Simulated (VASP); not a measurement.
# Si16O (a cell with a defect) in VASP: further runs

Runs on Si16O (a cell with a defect). Level: PBE. Tasks: single point.

Program: VASP 6.6.1. These are calculated values, not measurements. Logs are shortened: lines on timing, memory, paths and dates and some standing lists are left out, and cuts for length are marked.

**1. The cell of the first run**

The cell holds a defect, 17 atoms: a = 7.679 Å, b = 7.679 Å, c = 7.679 Å, α = 60.00°, β = 60.00°, γ = 60.00°.

**2. Single point, PBE, collinear spin, ferromagnetic start**

INCAR

```
SYSTEM = Si16O
ALGO     = Normal         ! electronic algorithm
EDIFF    = 1E-6           ! SCF threshold, eV
ENCUT    = 520            ! plane-wave cutoff, eV
GGA      = PE             ! functional
ISIF     = 2              ! what is computed and relaxed
ISMEAR   = -1             ! smearing method
ISPIN    = 2              ! spin polarisation
LASPH    = .TRUE.         ! aspherical terms in the spheres
LCHARG   = .FALSE.        ! write CHGCAR
LORBIT   = 11             ! projections on sites
LREAL    = Auto         
LWAVE    = .FALSE.        ! write WAVECAR
MAGMOM   = 0 0 0 0 0 0 0 0 0 0 0 0 0 0 0 0 1 ! initial moments
NBANDS   = 53             ! bands
NELM     = 150            ! most SCF steps
PREC     = Accurate       ! precision mode
SIGMA    = 0.02           ! smearing width, eV
```

KPOINTS

```
k-points
0
G
  2 2 2
  0 0 0
```

POSCAR

```
Si16O
1.0
    0.0000000000      5.4300000000      5.4300000000
    5.4300000000      0.0000000000      5.4300000000
    5.4300000000      5.4300000000      0.0000000000
Si O
16 1
Direct
    0.0049907919     -0.0019152855      0.0397605893
    0.1419797422      0.1256077348      0.1464917127
   -0.0168876611      0.0665377532      0.5210497238
    0.1659944751      0.1193462247      0.6414825046
    0.0119521179      0.5124309392     -0.0265561694
    0.0796224678      0.6038397790      0.1869705341
    0.0146500921      0.4830110497      0.5387384899
    0.1409944751      0.6721178637      0.5816942910
    0.5061694291     -0.0065009208     -0.0111786372
    0.6514917127      0.1207182320      0.1176427256
    0.5340883978      0.0072007366      0.4695948435
    0.6004143646      0.1720902394      0.6235819521
    0.4421639042      0.4909668508      0.0514456722
    0.6315930018      0.6069521179      0.0976151013
    0.5154604052      0.5401749540      0.4535819521
    0.6563627993      0.6341160221      0.5721454880
    0.4294751381      0.6338213628      0.7984622468
```

Potentials or basis: VASP PAW PBE potentials, release 64 (Si, O).

On the command line:

```
$ cat potpaw_PBE.64/Si/POTCAR potpaw_PBE.64/O/POTCAR > POTCAR
$ mpirun -np 1 vasp_std > vasp.out
```

OUTCAR:

```text
SYSTEM = Si16O
   EDIFF = 1E-6
   ENCUT = 520
   GGA = PE
   ISIF = 2
   ISMEAR = -1
   ISPIN = 2
   LASPH = .TRUE.
   LORBIT = 11
   LREAL = Auto
   NELM = 150
   PREC = Accurate

 ion  position               nearest neighbor table
   1  0.005  0.998  0.040-  10 2.24   2 2.33   6 2.50   4 2.50
   2  0.142  0.126  0.146-   9 2.31   1 2.33   3 2.39   5 2.45
   3  0.983  0.067  0.521-   4 2.29   2 2.39  12 2.42   8 2.52
   4  0.166  0.119  0.641-   3 2.29   7 2.29  11 2.33   1 2.50
   5  0.012  0.512  0.973-  14 2.40   6 2.41   2 2.45   8 2.47
   6  0.080  0.604  0.187-   7 2.24  13 2.28   5 2.41   1 2.50  16 3.11
   7  0.015  0.483  0.539-   6 2.24   4 2.29   8 2.32  16 2.32
   8  0.141  0.672  0.582-   7 2.32  15 2.35   5 2.47   3 2.52
   9  0.506  0.993  0.989-   2 2.31  12 2.32  14 2.43  10 2.52
  10  0.651  0.121  0.118-  11 2.21   1 2.24  13 2.39   9 2.52
  11  0.534  0.007  0.470-  10 2.21   4 2.33  16 2.35  12 2.45
  12  0.600  0.172  0.624-   9 2.32  15 2.33   3 2.42  11 2.45
  13  0.442  0.491  0.051-  17 1.71  14 2.27   6 2.28  10 2.39  16 3.03
  14  0.632  0.607  0.098-  15 2.27  13 2.27   5 2.40   9 2.43
  15  0.515  0.540  0.454-  16 2.22  14 2.27  12 2.33   8 2.35
  16  0.656  0.634  0.572-  17 1.74  15 2.22   7 2.32  11 2.35  13 3.03   6 3.11
  17  0.429  0.634  0.798-  13 1.71  16 1.74

  LATTYP: Found a face centered cubic cell.
 ALAT       =    10.8600000000

  Lattice vectors:

 A1 = (   0.0000000000,   5.4300000000,   5.4300000000)
 A2 = (   5.4300000000,   0.0000000000,   5.4300000000)
 A3 = (   5.4300000000,   5.4300000000,   0.0000000000)

Analysis of symmetry for initial positions (statically):
=====================================================================
 Subroutine PRICEL returns:
 Original cell was already a primitive cell.

 Routine SETGRP: Setting up the symmetry group for a
 face centered cubic supercell.

 Subroutine GETGRP returns: Found  1 space group operations
 (whereof  1 operations were pure point group operations)
 out of a pool of 48 trial point group operations.

The static configuration has the point symmetry C_1 .

Analysis of symmetry for dynamics (positions and initial velocities):
=====================================================================
 Subroutine PRICEL returns:
 Original cell was already a primitive cell.

 Routine SETGRP: Setting up the symmetry group for a
 face centered cubic supercell.

 Subroutine GETGRP returns: Found  1 space group operations
 (whereof  1 operations were pure point group operations)
 out of a pool of 48 trial point group operations.

The dynamic configuration has the point symmetry C_1 .

Analysis of structural, dynamic, and magnetic symmetry:
=====================================================================
 Subroutine PRICEL returns:
 Original cell was already a primitive cell.

 Routine SETGRP: Setting up the symmetry group for a
 face centered cubic supercell.

 Subroutine GETGRP returns: Found  1 space group operations
 (whereof  1 operations were pure point group operations)
 out of a pool of 48 trial point group operations.

The overall configuration has the point symmetry C_1 .

 Subroutine INISYM returns: Found  1 space group operations
 (whereof  1 operations are pure point group operations),
 and found     1 'primitive' translations

----------------------------------------------------------------------------------------

                                     Primitive cell

  volume of cell :     320.2060

  direct lattice vectors                    reciprocal lattice vectors
     0.000000000  5.430000000  5.430000000    -0.092081031  0.092081031  0.092081031
     5.430000000  0.000000000  5.430000000     0.092081031 -0.092081031  0.092081031
     5.430000000  5.430000000  0.000000000     0.092081031  0.092081031 -0.092081031

  length of vectors
     7.679179644  7.679179644  7.679179644     0.159489025  0.159489025  0.159489025

  position of ions in fractional coordinates (direct lattice)
     0.004990792  0.998084715  0.039760589
     0.141979742  0.125607735  0.146491713
     0.983112339  0.066537753  0.521049724
     0.165994475  0.119346225  0.641482505
     0.011952118  0.512430939  0.973443831
     0.079622468  0.603839779  0.186970534
[... 9 lines left out ...]
     0.656362799  0.634116022  0.572145488
     0.429475138  0.633821363  0.798462247

[... 58 lines left out ...]
   total plane-waves  NPLWV = 216000
   dimension x,y,z NGX =    60 NGY =   60 NGZ =   60
   dimension x,y,z NGXF=   120 NGYF=  120 NGZF=  120
   ions per type =              16   1
   NGX,Y,Z   is equivalent  to a cutoff of  12.99, 12.99, 12.99 a.u.
   NGXF,Y,Z  is equivalent  to a cutoff of  25.98, 25.98, 25.98 a.u.
 SYSTEM =  Si16O
   PREC   = accura    normal or accurate (medium, high low for compatibility)
   ISTART =      0    job   : 0-new  1-cont  2-samecut
   ICHARG =      2    charge: 1-file 2-atom 10-const
   ISPIN  =      2    spin polarized calculation?
   LNONCOLLINEAR =      F non collinear calculations
   LSORBIT =      F    spin-orbit coupling
   LASPH  =      T    aspherical Exc in radial PAW
   ENCUT  =  520.0 eV  38.22 Ry    6.18 a.u.  14.28 14.28 14.28*2*pi/ulx,y,z
   NELM   =    150;   NELMIN=  2; NELMDL= -5     # of ELM steps
   EDIFF  = 0.1E-05   stopping-criterion for ELM
   LREAL  =      T    real-space projection
   EDIFFG = 0.1E-04   stopping-criterion for IOM
   NSW    =      0    number of steps for IOM
[... 5 lines left out ...]
   TEBEG  =    0.0;   TEEND  =   0.0 temperature during run
   PSTRESS=    0.0 pullay stress
   NELECT =      70.0000    total number of electrons
   NUPDOWN=      -1.0000    fix difference up-down
   EMIN   =  10.00;   EMAX   =-10.00  energy-range for DOS
   EFERMI =   0.00;   METHOD = LEGACY
   ISMEAR =    -1;   SIGMA  =   0.02  broadening in eV -4-tet -1-fermi 0-gaus
   EFERMI_NEDOS =   21; number of points for ismear=-14 and -15
   IALGO  =     38    algorithm
   IMIX   =      4    mixing-type and parameters
     AMIX     =   0.40;   BMIX     =  1.00
     AMIX_MAG =   1.60;   BMIX_MAG =  1.00
  volume/ion in A,a.u.               =      18.84       127.11
  Fermi-wavevector in a.u.,A,eV,Ry     =   0.986199  1.863645 13.232857  0.972588
  Thomas-Fermi vector in A             =   2.117562
   LORBIT       =     11    0 simple, 1 ext, 2 COOP (PROOUT), +10 PAW based schemes
   GGA     = PE    functional components
   LHFCALC =     F    Hartree Fock is set to
   AEXX    =    0.0000 exact exchange contribution
   IVDW    =     0    specifies the selected vdW correction
   LEPSILON=     F    determine dielectric tensor
   LRPA    =     F    only Hartree local field effects (RPA)
 spin polarized calculation
  energy-cutoff  :      520.00
  volume of cell :      320.21
 maximum number of plane-waves:      8646
 NGX is ok and might be reduce to    60
   NGX = 29   NGY = 29   NGZ = 29

 number of electron      70.0000000 magnetization      -0.0000839

 number of electron      70.0000000 magnetization       0.0000085

 Free energy of the ion-electron system (eV)
  ---------------------------------------------------
  ext. energy  EPLUGINS =         0.00000000
  ---------------------------------------------------
  free energy    TOTEN  =       -90.98741750 eV

  energy without entropy =      -90.98740979  energy(sigma->0) =      -90.98741365

 E-fermi :   6.2323     XC(G=0):  -9.5640

 val. band max:        6.0418350421   @ k =   0.0000   0.0000   0.0000
 cond. band min:       6.4229216824   @ k =   0.0000   0.0000   0.0000
 fundamental gap:      0.3810866403
 Fermi energy:         6.2323026373

 spin component 1

 k-point     1 :       0.0000    0.0000    0.0000
  band No.  band energies     occupation
      1     -13.9321      1.00000
      2      -5.8755      1.00000
      3      -4.3108      1.00000
      4      -3.8472      1.00000
      5      -3.7476      1.00000
      6      -3.3412      1.00000
[... 389 lines left out ...]
     46       9.9563      0.00000
     47      10.3335      0.00000
 Fermi energy:         6.2323026373

 spin component 2

 k-point     1 :       0.0000    0.0000    0.0000
  band No.  band energies     occupation
      1     -13.9322      1.00000
      2      -5.8755      1.00000
      3      -4.3109      1.00000
      4      -3.8472      1.00000
      5      -3.7476      1.00000
      6      -3.3412      1.00000
[... 389 lines left out ...]
     46       9.9563      0.00000
     47      10.3334      0.00000
 [bands above 47 left out]

------------------------ aborting loop because EDIFF is reached ----------------------------------------

  FORCE on cell =-STRESS in cart. coord.  units (eV):
  Direction    XX          YY          ZZ          XY          YZ          ZX
  --------------------------------------------------------------------------------------
  -------------------------------------------------------------------------------------
  Total        6.2707629      7.8650773      7.0753555      4.3351577      0.2536906     -3.3073837
  in kB       31.3762820     39.3535660     35.4021277     21.6913210      1.2693617    -16.5487683
  external PRESSURE =      35.3773252 kB  Pullay stress =       0.0000000 kB

 VOLUME and BASIS-vectors are now :
 -----------------------------------------------------------------------------
  energy-cutoff  :      520.00
  volume of cell :      320.21
      direct lattice vectors                 reciprocal lattice vectors
     0.000000000  5.430000000  5.430000000    -0.092081031  0.092081031  0.092081031
     5.430000000  0.000000000  5.430000000     0.092081031 -0.092081031  0.092081031
     5.430000000  5.430000000  0.000000000     0.092081031  0.092081031 -0.092081031

 POSITION                                       TOTAL-FORCE (eV/Angst)
 -----------------------------------------------------------------------------------
      5.63550      0.24300      5.44670        -1.718596      0.640462      0.523846
      1.47750      1.56640      1.45300         0.930243     -0.818177      0.184360
      3.19060      8.16760      5.69960        -1.589450     -0.355917     -0.959294
      4.13130      4.38460      1.54940         0.624171      0.797365     -1.047799
      8.06830      5.35070      2.84740        -0.344921      0.312823     -0.330146
      4.29410      1.44760      3.71120         0.039292     -1.633448      0.864878
[... 9 lines left out ...]
      6.55000      6.67080      7.00730         1.806866      0.450236      0.062757
      7.77730      6.66770      5.77370        -0.495631      1.241471      0.073745
 -----------------------------------------------------------------------------------
    total drift:                                0.005749      0.004863      0.006218

  FREE ENERGIE OF THE ION-ELECTRON SYSTEM (eV)
  ---------------------------------------------------
  free  energy   TOTEN  =       -90.9874175036 eV

  energy  without entropy=      -90.9874097931  energy(sigma->0) =      -90.98741365

 total charge

# of ion       s       p       d       tot
------------------------------------------
    1        0.750   0.920   0.000   1.670
    2        0.744   0.935   0.000   1.679
    3        0.750   0.912   0.000   1.661
    4        0.750   0.940   0.000   1.690
    5        0.752   0.879   0.000   1.630
    6        0.753   0.955   0.000   1.708
[... 9 lines left out ...]
   16        0.745   0.928   0.000   1.673
   17        1.575   3.526   0.000   5.102
--------------------------------------------------
tot         13.569  18.554   0.000  32.123

 magnetization (x)

# of ion       s       p       d       tot
------------------------------------------
    1        0.000   0.000   0.000   0.000
    2       -0.000  -0.000   0.000  -0.000
    3       -0.000  -0.000   0.000  -0.000
    4        0.000  -0.000   0.000   0.000
    5        0.000  -0.000   0.000   0.000
    6        0.000   0.000   0.000   0.000
[... 9 lines left out ...]
   16       -0.000   0.000   0.000   0.000
   17       -0.000  -0.000   0.000  -0.000
--------------------------------------------------
tot         -0.000  -0.000   0.000  -0.000
```

It took 20 min on 1 thread of Oxide Virtual Turin-like, shared host; peak memory 0.68 GiB.

What came out:

```
Free energy                                           : -90.9874 eV
Pressure                                              : 3.5 GPa
Largest force                                         : 2.733 eV/Å
Band gap on the k mesh                                : 0.38 eV
Net moment                                            : 0.00 μB per cell
Valence electrons inside the program's atomic spheres : Si 1.67, 1.68, 1.66, 1.69, 1.63, 1.71, 1.74, 1.65, 1.73, 1.72 (each value once); O 5.10
```

Forces on the atoms (eV/Å):
```
Si  -1.719  0.640  0.524
Si   0.930 -0.818  0.184
Si  -1.589 -0.356 -0.959
Si   0.624  0.797 -1.048
Si  -0.345  0.313 -0.330
Si   0.039 -1.633  0.865
Si   0.907  0.079 -0.454
Si   1.705  0.464 -0.098
Si   0.280  1.158  0.331
Si  -0.349 -2.694 -0.294
Si   1.086  1.174  0.028
Si  -1.247  0.309  0.149
Si  -1.340 -0.494  0.412
Si   0.278 -0.137  1.575
Si  -0.572 -0.494 -1.021
Si   1.807  0.450  0.063
O   -0.496  1.241  0.074
```

Levels at points of the mesh, in eV from the valence-band top:
Spin up:
| k point | band 31 | band 32 | band 33 | band 34 | band 35 | band 36 | band 37 | band 38 | band 39 | band 40 |
| --- | --- | --- | --- | --- | --- | --- | --- | --- | --- | --- |
| (0.00, 0.00, 0.00) | -0.99 | -0.88 | -0.64 | -0.27 | 0.00 | 0.38 | 0.48 | 0.69 | 0.78 | 0.95 |
| (0.50, 0.00, 0.00) | -1.60 | -1.37 | -0.88 | -0.67 | -0.46 | 0.99 | 1.22 | 1.29 | 1.36 | 1.66 |
| (0.00, 0.50, 0.00) | -1.57 | -1.24 | -1.06 | -0.78 | -0.64 | 0.87 | 1.09 | 1.32 | 1.34 | 1.57 |
| (0.00, 0.00, 0.50) | -1.29 | -1.00 | -0.85 | -0.69 | -0.23 | 0.77 | 0.98 | 1.17 | 1.31 | 1.51 |
| (0.50, 0.50, 0.50) | -1.55 | -1.32 | -0.86 | -0.80 | -0.34 | 0.91 | 1.12 | 1.32 | 1.51 | 1.77 |
| (0.50, 0.50, 0.00) | -1.57 | -1.45 | -1.30 | -1.08 | -0.90 | 1.08 | 1.32 | 2.04 | 2.07 | 2.28 |
| (0.00, 0.50, 0.50) | -1.60 | -1.41 | -1.31 | -1.13 | -0.94 | 1.12 | 1.15 | 1.94 | 2.02 | 2.23 |
| (0.50, 0.00, 0.50) | -1.66 | -1.40 | -1.39 | -1.07 | -0.38 | 0.89 | 1.28 | 1.97 | 2.05 | 2.13 |
Spin down:
```tsv
k point	band 31	band 32	band 33	band 34	band 35	band 36	band 37	band 38	band 39	band 40
(0.00, 0.00, 0.00)	-0.99	-0.88	-0.64	-0.27	0.00	0.38	0.48	0.69	0.78	0.95
(0.50, 0.00, 0.00)	-1.60	-1.37	-0.88	-0.67	-0.46	0.99	1.22	1.29	1.36	1.66
(0.00, 0.50, 0.00)	-1.57	-1.24	-1.06	-0.78	-0.64	0.87	1.09	1.32	1.34	1.57
(0.00, 0.00, 0.50)	-1.29	-1.00	-0.85	-0.69	-0.23	0.77	0.98	1.17	1.31	1.51
(0.50, 0.50, 0.50)	-1.55	-1.32	-0.86	-0.80	-0.34	0.91	1.12	1.32	1.51	1.77
(0.50, 0.50, 0.00)	-1.57	-1.45	-1.30	-1.08	-0.90	1.08	1.32	2.04	2.07	2.28
(0.00, 0.50, 0.50)	-1.60	-1.41	-1.31	-1.13	-0.94	1.12	1.15	1.94	2.02	2.23
(0.50, 0.00, 0.50)	-1.66	-1.40	-1.39	-1.07	-0.38	0.89	1.28	1.97	2.05	2.13
```

Caveat: the k points lie up to 0.50 Å⁻¹ apart; the atoms stand as in a frame of molecular dynamics.

[end of part 1 of 2]
